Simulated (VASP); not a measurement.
# NbAs (P6_3mc) in VASP: notebook, part 2 of 2

VASP 6.6.1. The steps go on from the part before.

## 3. Relaxation of cell and atoms, PBE

This run uses another cell than the first one, of 26.15 Å³/atom.

Input file INCAR:

```
SYSTEM = NbAs
PREC = Accurate ; ENCUT = 600
EDIFF = 1E-6 ; ISMEAR = 0
SIGMA = 0.1 ; LREAL = .FALSE.
LASPH = .TRUE. ; NELM = 100
ALGO = Normal ; ISIF = 3
LWAVE = .FALSE. ; LCHARG = .FALSE.
GGA = PE ; IBRION = 2
NSW = 90 ; EDIFFG = -0.04
```

Input file KPOINTS:

```
regular mesh
0
G
  6 6 4
  0 0 0
```

Input file POSCAR:

```
NbAs
1.0
    4.1870000000      0.0000000000      0.0000000000
   -2.0935000000      3.6260483700      0.0000000000
    0.0000000000      0.0000000000      6.8889289600
Nb As
2 2
Direct
    0.3333333300      0.6666666700      0.3731349300
    0.6666666700      0.3333333300      0.8731349300
    0.3333333300      0.6666666700      0.0000000000
    0.6666666700      0.3333333300      0.5000000000
```

Potentials or basis: VASP PAW PBE potentials, release 64 (Nb_sv, As).

Launch:

```console
$ cat potpaw_PBE.64/Nb_sv/POTCAR potpaw_PBE.64/As/POTCAR > POTCAR
$ mpirun -np 1 vasp_std > vasp.out
```

OUTCAR:

```text
SYSTEM = NbAs
   PREC = Accurate
   ENCUT = 600
   EDIFF = 1E-6
   ISMEAR = 0
   LREAL = .FALSE.
   LASPH = .TRUE.
   NELM = 100
   ISIF = 3
   GGA = PE
   IBRION = 2
   NSW = 90
   EDIFFG = -0.04

 ion  position               nearest neighbor table
   1  0.333  0.667  0.373-   4 2.57   4 2.57   3 2.57   4 2.57
   2  0.667  0.333  0.873-   3 2.57   3 2.57   4 2.57   3 2.57
   3  0.333  0.667  0.000-   2 2.57   2 2.57   1 2.57   2 2.57
   4  0.667  0.333  0.500-   1 2.57   1 2.57   2 2.57   1 2.57

  LATTYP: Found a hexagonal cell.
 ALAT       =     4.1870000000
 C/A-ratio  =     1.6453138190

  Lattice vectors:

 A1 = (   4.1870000000,   0.0000000000,   0.0000000000)
 A2 = (  -2.0935000000,   3.6260483700,   0.0000000000)
 A3 = (   0.0000000000,   0.0000000000,   6.8889289600)

Analysis of symmetry for initial positions (statically):
=====================================================================
 Subroutine PRICEL returns:
 Original cell was already a primitive cell.

 Routine SETGRP: Setting up the symmetry group for a
 hexagonal supercell.

 Subroutine GETGRP returns: Found 12 space group operations
 (whereof  6 operations were pure point group operations)
 out of a pool of 24 trial point group operations.

The static configuration has the point symmetry C_3v.
 The point group associated with its full space group is C_6v.

Analysis of symmetry for dynamics (positions and initial velocities):
=====================================================================
 Subroutine PRICEL returns:
 Original cell was already a primitive cell.

 Routine SETGRP: Setting up the symmetry group for a
 hexagonal supercell.

 Subroutine GETGRP returns: Found 12 space group operations
 (whereof  6 operations were pure point group operations)
 out of a pool of 24 trial point group operations.

The dynamic configuration has the point symmetry C_3v.
 The point group associated with its full space group is C_6v.

 Subroutine INISYM returns: Found 12 space group operations
 (whereof  6 operations are pure point group operations),
 and found     1 'primitive' translations

----------------------------------------------------------------------------------------

                                     Primitive cell

  volume of cell :     104.5895

  direct lattice vectors                    reciprocal lattice vectors
     4.187000000  0.000000000  0.000000000     0.238834488  0.137891156  0.000000000
    -2.093500000  3.626048370  0.000000000     0.000000000  0.275782311  0.000000000
     0.000000000  0.000000000  6.888928960     0.000000000  0.000000000  0.145160446

  length of vectors
     4.187000000  4.187000004  6.888928960     0.275782311  0.275782311  0.145160446

  position of ions in fractional coordinates (direct lattice)
     0.333333330  0.666666670  0.373134930
     0.666666670  0.333333330  0.873134930
     0.333333330  0.666666670  0.000000000
     0.666666670  0.333333330  0.500000000

  ion indices of the primitive-cell ions
   primitive index   ion index
                 1           1
                 2           2
                 3           3
                 4           4

----------------------------------------------------------------------------------------

[... 52 lines left out ...]
   ions per type =               2   2
   NGX,Y,Z   is equivalent  to a cutoff of  14.29, 14.29, 13.51 a.u.
   NGXF,Y,Z  is equivalent  to a cutoff of  28.59, 28.59, 27.03 a.u.
 SYSTEM =  NbAs
   PREC   = accura    normal or accurate (medium, high low for compatibility)
   ISTART =      0    job   : 0-new  1-cont  2-samecut
   ICHARG =      2    charge: 1-file 2-atom 10-const
   ISPIN  =      1    spin polarized calculation?
   LNONCOLLINEAR =      F non collinear calculations
   LSORBIT =      F    spin-orbit coupling
   LASPH  =      T    aspherical Exc in radial PAW
   ENCUT  =  600.0 eV  44.10 Ry    6.64 a.u.   8.36  8.36 13.76*2*pi/ulx,y,z
   NELM   =    100;   NELMIN=  2; NELMDL= -5     # of ELM steps
   EDIFF  = 0.1E-05   stopping-criterion for ELM
   LREAL  =      F    real-space projection
   EDIFFG = -.4E-01   stopping-criterion for IOM
   NSW    =     90    number of steps for IOM
   IBRION =      2    ionic relax: 0-MD 1-quasi-New 2-CG
   NFREE  =      1    steps in history (QN), initial steepest desc. (CG)
   ISIF   =      3    stress and relaxation
   ISYM   =      2    0-nonsym 1-usesym 2-fastsym
   POTIM  = 0.5000    time-step for ionic-motion
   TEBEG  =    0.0;   TEEND  =   0.0 temperature during run
   PSTRESS=    0.0 pullay stress
   NELECT =      36.0000    total number of electrons
   NUPDOWN=      -1.0000    fix difference up-down
   EMIN   =  10.00;   EMAX   =-10.00  energy-range for DOS
   EFERMI =   0.00;   METHOD = LEGACY
   ISMEAR =     0;   SIGMA  =   0.10  broadening in eV -4-tet -1-fermi 0-gaus
   EFERMI_NEDOS =   21; number of points for ismear=-14 and -15
   IALGO  =     38    algorithm
   IMIX   =      4    mixing-type and parameters
     AMIX     =   0.40;   BMIX     =  1.00
     AMIX_MAG =   1.60;   BMIX_MAG =  1.00
  volume/ion in A,a.u.               =      26.15       176.45
  Fermi-wavevector in a.u.,A,eV,Ry     =   1.147307  2.168096 17.909525  1.316313
  Thomas-Fermi vector in A             =   2.283987
   LORBIT       =      0    0 simple, 1 ext, 2 COOP (PROOUT), +10 PAW based schemes
   GGA     = PE    functional components
   LHFCALC =     F    Hartree Fock is set to
   AEXX    =    0.0000 exact exchange contribution
   IVDW    =     0    specifies the selected vdW correction
   LEPSILON=     F    determine dielectric tensor
   LRPA    =     F    only Hartree local field effects (RPA)
 conjugate gradient relaxation of ions
 non-spin polarized calculation
 Gauss-broadening in eV      SIGMA  =   0.10
  energy-cutoff  :      600.00
  volume of cell :      104.59
 maximum number of plane-waves:      3532
 NGX is ok and might be reduce to    36
   NGX = 17   NGY = 17   NGZ = 27

--------------------------------------- Ionic step        1  -------------------------------------------

 number of electron      36.0000000 magnetization

 Free energy of the ion-electron system (eV)
  ---------------------------------------------------
  ext. energy  EPLUGINS =         0.00000000
  ---------------------------------------------------
  free energy    TOTEN  =       -28.39660141 eV

  energy without entropy =      -28.37192212  energy(sigma->0) =      -28.38426176

------------------------ aborting loop because EDIFF is reached ----------------------------------------

  FORCE on cell =-STRESS in cart. coord.  units (eV):
  Direction    XX          YY          ZZ          XY          YZ          ZX
  --------------------------------------------------------------------------------------
  -------------------------------------------------------------------------------------
  Total       -2.9992735     -2.9992736     -3.0920811     -0.0000000     -0.0000000      0.0000000
  in kB      -45.9450152    -45.9450153    -47.3667075     -0.0000000     -0.0000000      0.0000000
  external PRESSURE =     -46.4189127 kB  Pullay stress =       0.0000000 kB
[... 95 lines left out ...]
  FREE ENERGIE OF THE ION-ELECTRON SYSTEM (eV)
  ---------------------------------------------------
  free  energy   TOTEN  =       -28.4937644852 eV

  energy  without entropy=      -28.4712891103  energy(sigma->0) =      -28.48252680

 E-fermi :   5.8464     XC(G=0):  -9.9943

 val. band max:        5.8181422345   @ k =   0.1667   0.0000   0.2500
 cond. band min:       5.9140675518   @ k =   0.3333   0.3333   0.2500
 fundamental gap:      0.0959253173
 Fermi energy:         5.8464460825

 k-point     1 :       0.0000    0.0000    0.0000
  band No.  band energies     occupation
      1     -49.5119      2.00000
      2     -49.5096      2.00000
      3     -25.6353      2.00000
      4     -25.5802      2.00000
      5     -25.5746      2.00000
      6     -25.5746      2.00000
[... 514 lines left out ...]
     21       7.0626      0.00000
     22       7.0626      0.00000

[... ionic steps 4 to 21 ...]

--------------------------------------- Ionic step       22  -------------------------------------------

 number of electron      36.0000000 magnetization

------------------------ aborting loop because EDIFF is reached ----------------------------------------
[... 71 lines left out ...]
--------------------------------------- Ionic step       24  -------------------------------------------

 number of electron      36.0000000 magnetization

 Free energy of the ion-electron system (eV)
  ---------------------------------------------------
  ext. energy  EPLUGINS =         0.00000000
  ---------------------------------------------------
  free energy    TOTEN  =       -29.41443769 eV

  energy without entropy =      -29.40842558  energy(sigma->0) =      -29.41143164

 E-fermi :   7.1382     XC(G=0): -10.8009

 val. band max:        7.0735848910   @ k =   0.0000   0.0000   0.2500
 cond. band min:       7.1676122207   @ k =   0.3333   0.3333   0.5000
 fundamental gap:      0.0940273298
 Fermi energy:         7.1382218384

 k-point     1 :       0.0000    0.0000    0.0000
  band No.  band energies     occupation
      1     -47.8402      2.00000
      2     -47.8395      2.00000
      3     -24.0124      2.00000
      4     -23.9768      2.00000
      5     -23.7776      2.00000
      6     -23.7776      2.00000
[... 545 lines left out ...]
  FREE ENERGIE OF THE ION-ELECTRON SYSTEM (eV)
  ---------------------------------------------------
  free  energy   TOTEN  =       -29.4144376910 eV

  energy  without entropy=      -29.4084255825  energy(sigma->0) =      -29.41143164

 reached required accuracy - stopping structural energy minimisation
```

Wall time 14 min (1 thread of Intel Xeon Platinum 8259CL at 2.50GHz (Skylake/Cascade Lake), shared host); peak memory 0.3 GiB.

Results:

```yaml
Free_energy: -29.4144 eV
Relaxed_volume: 21.06 Å³/atom
Relaxed_cell: a = 3.420 Å, b = 3.420 Å, c = 8.316 Å, α = 90.00°, β = 90.00°, γ = 120.00°
Space_group_after_relaxing_to_0.1_Å: P6_3mc (No. 186)
Energy_gained_by_relaxing: 254.5 meV/atom
Ionic_steps: 24
Pressure_after_relaxing: -0.1 GPa
Largest_force_after_relaxing: 0.009 eV/Å
Band_gap_on_the_k_mesh: zero (bands 18 and 19 overlap by 0.03 eV)
```

Forces on the atoms (eV/Å):
```
Nb   0.000  0.000 -0.009
Nb   0.000  0.000 -0.009
As   0.000  0.000  0.009
As   0.000  0.000  0.009
```

Stress tensor (GPa, compression positive):
```
-0.18  0.00  0.00
 0.00 -0.18  0.00
 0.00  0.00  0.02
```

The path:
| step | energy change (eV) | largest force (eV/Å) | pressure (GPa) | volume (Å³) |
| --- | --- | --- | --- | --- |
| 1 | 0.0000 | 0.3321 | -4.64 | 104.59 |
| 2 | -0.0116 | 0.0193 | 5.64 | 93.54 |
| 3 | -0.0972 | 0.1895 | 0.15 | 98.65 |
| 4 | -0.1136 | 0.2343 | 0.14 | 98.55 |
| 5 | -0.1861 | 0.3454 | 0.04 | 98.18 |
| 6 | -0.3846 | 0.2067 | -0.85 | 97.24 |
| 7 | -0.7065 | 0.8087 | -4.25 | 94.56 |
| 8 | -0.7151 | 1.2681 | -5.32 | 93.57 |
| 9 | -0.7162 | 1.0331 | -4.76 | 94.12 |
| 10 | -0.7179 | 1.0419 | -4.80 | 94.08 |
| 11 | -0.7227 | 1.0678 | -4.94 | 93.96 |
| 12 | -0.7308 | 1.1183 | -5.21 | 93.72 |
| 13 | -0.7410 | 1.2007 | -5.72 | 93.22 |
| 14 | -0.7338 | 1.4290 | -6.75 | 92.17 |
| 15 | -0.7415 | 1.2564 | -5.98 | 92.97 |
| 16 | -0.7562 | 1.2209 | -5.88 | 92.73 |
| 17 | -0.7982 | 1.1145 | -5.52 | 91.98 |
| 18 | -0.8721 | 0.9010 | -4.75 | 90.50 |
| 19 | -0.9760 | 0.4657 | -2.85 | 87.54 |
| 20 | -0.9906 | 0.5264 | 2.85 | 81.65 |
| 21 | -1.0173 | 0.0667 | -0.01 | 84.27 |
| 22 | -1.0173 | 0.0969 | 0.16 | 84.10 |
| 23 | -1.0176 | 0.0731 | 0.09 | 84.14 |
| 24 | -1.0178 | 0.0085 | -0.11 | 84.24 |

Final structure:
```cif
data_structure
_symmetry_space_group_name_H-M 'P 1'
_symmetry_Int_Tables_number 1
_cell_length_a 3.4200
_cell_length_b 3.4200
_cell_length_c 8.3158
_cell_angle_alpha 90.000
_cell_angle_beta 90.000
_cell_angle_gamma 120.000
_cell_volume 84.24
loop_
_atom_site_label
_atom_site_type_symbol
_atom_site_fract_x
_atom_site_fract_y
_atom_site_fract_z
_atom_site_occupancy
Nb1 Nb 0.33333 0.66667 0.33848 1
Nb2 Nb 0.66667 0.33333 0.83848 1
As1 As 0.33333 0.66667 0.03466 1
As2 As 0.66667 0.33333 0.53466 1
```

Caveat: the volume moved by over 15 % at a fixed basis, so the end points are rough.
